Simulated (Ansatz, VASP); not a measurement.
## ScSbTe4 in VASP and in Ansatz

```xyz
6
Lattice="4.7693 0.0000 0.0000 0.0000 4.7693 0.0000 0.0000 0.0000 6.8635" Properties=species:S:1:pos:R:3 pbc="T T T"
Sc    2.3847    2.3847    3.4318
Sb    0.0000    0.0000    0.0000
Te    2.3847    0.0000    5.0292
Te    0.0000    2.3847    1.8343
Te    2.3847    0.0000    1.8343
Te    0.0000    2.3847    5.0292
```

Change from the starting cell: species swapped into the NaHoF4 type (P4/mmm, No. 123).

Alike in both runs: task single point; functional PBE; k mesh 4 × 4 × 4; occupations gaussian, width 0.1 eV; no spin polarisation.

|  | VASP | Ansatz |
| --- | --- | --- |
| version | VASP 6.6.1 | Ansatz 0.2.0 |
| potentials or method | VASP PAW PBE potentials, release 64 (Sc_sv, Sb, Te), cutoff 520 eV | scalar-relativistic, plane waves, PAW |
| valence electrons in the cell | 40 | 90 |

|  | VASP | Ansatz | Ansatz less VASP |
| --- | --- | --- | --- |
| gap on the k mesh at the Fermi level (eV) | none | none | - |
| pressure (GPa) | 15.0 | 15.0 | -0.05 |
| traceless stress, the component that is largest in VASP (GPa) | 1.17 | 1.16 | -0.013 |
| rms of the force components (eV/Å) | 0.059 | 0.055 | -0.0038 |

Atom by atom the forces differ by 0.004 eV/Å (rms over components). A gap of «none» marks a metal or a gap that the smearing closes. VASP's potentials hold 40 valence electrons a cell and Ansatz's 90, so a difference there can come from the potentials and not from the codes.

Spin-orbit coupling is off throughout.
